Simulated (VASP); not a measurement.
ZnO, 4 atoms in the cell. Symmetry: P6_3/mmc, No. 194, hexagonal system. The conventional cell has a = 3.189 Å, b = 3.189 Å, c = 7.237 Å, α = 90.00°, β = 90.00°, γ = 120.00°. Within 2.4 Å of Zn (site symmetry -6m2) lie 3 O at 1.84 Å. Within 2.4 Å of O (site symmetry -6m2) lie 3 Zn at 1.84 Å.  This cell differs from its parent crystal: strain -0.030 along x and y, +0.015 along z.

- Program: VASP 6.6.1
- Task: single point
- Functional: LDA
- Potentials or basis: VASP PAW LDA potentials, release 64 (Zn, O)
- Cutoff: 520 eV
- k mesh: 9 × 9 × 4
- Occupations: gaussian, width 0.05 eV
- Spin: no spin polarisation
- Dipole correction: no
- Further INCAR settings: ALGO = Normal; EDIFF = 1e-06; NBANDS = 26

Potentials or basis: VASP PAW LDA potentials, release 64 (Zn, O).

Run with:

```sh
$ cat potpaw_LDA.64/Zn/POTCAR potpaw_LDA.64/O/POTCAR > POTCAR
$ mpirun -np 1 vasp_std > vasp.out
```

Hardware: 1 thread of Intel Xeon 8259CL, with other jobs on the host.

**Question.** Estimate the wall time of this run.

**Answer.** Run time: 50 s on 1 thread of Intel Xeon 8259CL (shared host), peak memory 0.18 GiB. Counts: scf iterations 15, k points 36.
